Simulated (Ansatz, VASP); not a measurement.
# SiC: VASP beside Ansatz

File POSCAR:

```
SiC
1.0
    3.0775550330      0.0000000000      0.0000000000
   -1.5387775165      2.6652408402      0.0000000000
    0.0000000000      0.0000000000     10.0767227861
Si C
4 4
Direct
    0.0000000000      0.0000000000     -0.0001405667
    0.3333333333      0.6666666667      0.2499083817
    0.0000000000      0.0000000000      0.4998594333
    0.6666666667      0.3333333333      0.7499083817
    0.0000000000      0.0000000000      0.1872833963
    0.3333333333      0.6666666667      0.4379487887
    0.0000000000      0.0000000000      0.6872833963
    0.6666666667      0.3333333333      0.9379487887
```

INCAR.step1

```
  ALGO = Normal
  EDIFF = 1E-4
  ENCUT = 520
  GGA = PE
  ISMEAR = 0
  LASPH = True
  LCHARG = False
  LREAL = False
  LWAVE = True
  NBANDS = 26
  NELM = 80
  PREC = Accurate
  SIGMA = 0.01
```

The input INCAR.step2:

```
  ALGO = Normal
  EDIFF = 1E-7
  ENCUT = 520
  ISIF = 2
  ISMEAR = 0
  ISTART = 1
  LASPH = True
  LCHARG = False
  LMIXTAU = True
  LREAL = False
  LWAVE = False
  METAGGA = R2SCAN
  NBANDS = 26
  NELM = 80
  PREC = Accurate
  SIGMA = 0.01
```

KPOINTS

```
k-points
0
Gamma
  12 12 4
```

Input for Ansatz:

```yaml
crystal:
  lattice:
    - [3.077555033, 0.0, 0.0]
    - [-1.5387775165, 2.6652408402, 0.0]
    - [0.0, 0.0, 10.0767227861]
  atoms:
    - { symbol: Si, position: [0.0, 0.0, -0.0001405667] }
    - { symbol: Si, position: [0.3333333333, 0.6666666667, 0.2499083817] }
    - { symbol: Si, position: [0.0, 0.0, 0.4998594333] }
    - { symbol: Si, position: [0.6666666667, 0.3333333333, 0.7499083817] }
    - { symbol: C, position: [0.0, 0.0, 0.1872833963] }
    - { symbol: C, position: [0.3333333333, 0.6666666667, 0.4379487887] }
    - { symbol: C, position: [0.0, 0.0, 0.6872833963] }
    - { symbol: C, position: [0.6666666667, 0.3333333333, 0.9379487887] }
kpoints:
  mp_grid: { grid: [12, 12, 4] }
  band_path:
    path:
      - [0.0, 0.0, 0.0]
      - [0.5, 0.0, 0.0]
      - [0.3333333333, 0.3333333333, 0.0]
      - [0.0, 0.0, 0.5]
      - [0.5, 0.0, 0.5]
      - [0.3333333333, 0.3333333333, 0.5]
      - [0.0, 0.5, 0.0]
    npoints: 1
hamiltonian:
  xc: r2scan
scf:
  occupations: { method: fixed }
  n_extra_bands: 6
output:
  forces: true
  stress: true
  eigenvalues: true
```

Alike in both runs: task single point; functional r2SCAN; k mesh 12 × 12 × 4; no spin polarisation.

|  | VASP | Ansatz |
| --- | --- | --- |
| version | VASP 6.6.1 | Ansatz 0.2.0 |
| potentials or method | VASP PAW PBE potentials, release 64 (Si, C) | plane waves, PAW |
| plane-wave cutoff (eV) | 520 | 500 |
| occupations | gaussian, width 0.01 eV | fixed |
| valence electrons in the cell | 32 | 32 |

```tsv
	VASP	Ansatz	Ansatz less VASP
gap on the k mesh at the Fermi level (eV)	2.61	2.60	-0.011
pressure (GPa)	-0.2	0.0	+0.19
```

VASP's potentials were made for PBE, not for r2SCAN.
